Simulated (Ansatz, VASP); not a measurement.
# CdSe in VASP and in Ansatz

The input POSCAR:

```
CdSe
1.0
    4.3406509800      0.0000000000      0.0000000000
   -2.1703254900      3.7591140200      0.0000000000
    0.0000000000      0.0000000000      7.0769662600
Cd Se
2 2
Direct
    0.3333333300      0.6666666700      0.0045324400
    0.6666666700      0.3333333300      0.5045324400
    0.3333333300      0.6666666700      0.3804675600
    0.6666666700      0.3333333300      0.8804675600
```

The input INCAR.step1:

```
SYSTEM = CdSe
PREC = Accurate
ENCUT = 520
ISMEAR = -1
SIGMA = 0.02
LREAL = .False.
LASPH = .True.
NELM = 60
NBANDS = 26
GGA = PE
ALGO = Normal
EDIFF = 1E-4
LWAVE = .True.
LCHARG = .False.
```

File INCAR.step2:

```
SYSTEM = CdSe
PREC = Accurate
ENCUT = 520
EDIFF = 1E-6
ISMEAR = -1
SIGMA = 0.02
LREAL = .False.
LASPH = .True.
NELM = 60
ALGO = Normal
ISIF = 2
LWAVE = .False.
LCHARG = .False.
METAGGA = R2SCAN
LMIXTAU = .True.
NBANDS = 26
ISTART = 1
```

KPOINTS

```
Automatic mesh
0
Gamma
  6 6 4
  0 0 0
```

Input for Ansatz:

```yaml
crystal:
  lattice:
    - [4.34065098, 0.0, 0.0]
    - [-2.17032549, 3.75911402, 0.0]
    - [0.0, 0.0, 7.07696626]
  atoms:
    - { symbol: Cd, position: [0.33333333, 0.66666667, 0.00453244] }
    - { symbol: Cd, position: [0.66666667, 0.33333333, 0.50453244] }
    - { symbol: Se, position: [0.33333333, 0.66666667, 0.38046756] }
    - { symbol: Se, position: [0.66666667, 0.33333333, 0.88046756] }
  symmetry: { tolerance: 0.0003 }
hamiltonian:
  xc: r2scan
  pseudopotentials: { kind: paw, azcp: { folder: soft_1 } }
basis:
  ecutwfc: 500
magnetization:
  spin_polarized: false
scf:
  occupations: { method: fermi_dirac, width: 0.02 }
kpoints:
  mp_grid: { grid: [6, 6, 4], shift: [0, 0, 0] }
  band_path:
    path:
      - [0.0, 0.0, 0.0]
      - [0.5, 0.0, 0.0]
      - [0.33333333, 0.33333333, 0.0]
      - [0.0, 0.0, 0.0]
      - [0.0, 0.0, 0.5]
      - [0.5, 0.0, 0.5]
      - [0.33333333, 0.33333333, 0.5]
      - [0.0, 0.0, 0.5]
      - [0.5, 0.0, 0.5]
      - [0.5, 0.0, 0.0]
      - [0.33333333, 0.33333333, 0.5]
    npoints: 11
output:
  forces: true
  stress: true
  eigenvalues: true
  bader: true
  populations: true
  elf: true
  write_potential: true
  write_density: true
  volumetric_format: npy
  dos:
    e_range: [-12, 8]
    de: 0.05
    projected: { site_lists: { Cd: [Cd], Se: [Se] } }
```

Alike in both runs: task single point; functional r2SCAN; k mesh 6 × 6 × 4; occupations fermi-dirac, width 0.02 eV; no spin polarisation.

|  | VASP | Ansatz |
| --- | --- | --- |
| version | VASP 6.6.1 | Ansatz 0.2.0 |
| potentials or method | VASP PAW PBE potentials, release 64 (Cd, Se), cutoff 520 eV | PAW plane waves |
| valence electrons in the cell | 36 | 72 |

VASP gave:

- gap on the k mesh at the Fermi level (eV): 1.09
- pressure (GPa): 0.2

Which values does Ansatz return?

gap on the k mesh at the Fermi level (eV): 1.10; pressure (GPa): 0.0.

VASP's potentials were made for PBE, not for r2SCAN. VASP's potentials hold 36 valence electrons a cell and Ansatz's 72, so a difference there can come from the potentials and not from the codes.
